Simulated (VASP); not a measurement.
PbO2, 3 atoms in the cell. It takes space group Fm-3m (No. 225, cubic). The conventional cell has a = 5.404 Å, b = 5.404 Å, c = 5.404 Å, α = 90.00°, β = 90.00°, γ = 90.00°. Pb (site symmetry m-3m) has 8 O at 2.34 Å within 3.1 Å. O (site symmetry -43m) has 4 Pb at 2.34 Å and 6 O at 2.70 Å within 3.1 Å. 

```yaml
Program: VASP 6.6.1
Task: single point
Functional: PBE
Potentials_or_basis: VASP PAW PBE potentials, release 64 (Pb_d, O)
Cutoff: 520 eV
k_mesh: 9 × 9 × 9
Occupations: gaussian, width 0.028 eV
Spin: no spin polarisation
Dipole_correction: no
Further_INCAR_settings: ALGO = Normal; EDIFF = 1e-06; NBANDS = 20
```

Potentials or basis: VASP PAW PBE potentials, release 64 (Pb_d, O).

Command:

```console
$ cat potpaw_PBE.64/Pb_d/POTCAR potpaw_PBE.64/O/POTCAR > POTCAR
$ mpirun -np 1 vasp_std > vasp.out
```

Hardware: 1 thread of Intel(R) Xeon(R) 6975P-C (Granite Rapids), with other jobs on the host.

**Question.** How long does it take, and how much memory?

**Answer.** Run time: 12 s on 1 thread of Intel(R) Xeon(R) 6975P-C (Granite Rapids), on a shared host, peak memory 0.17 GiB. Counts: scf iterations 13, k points 35.
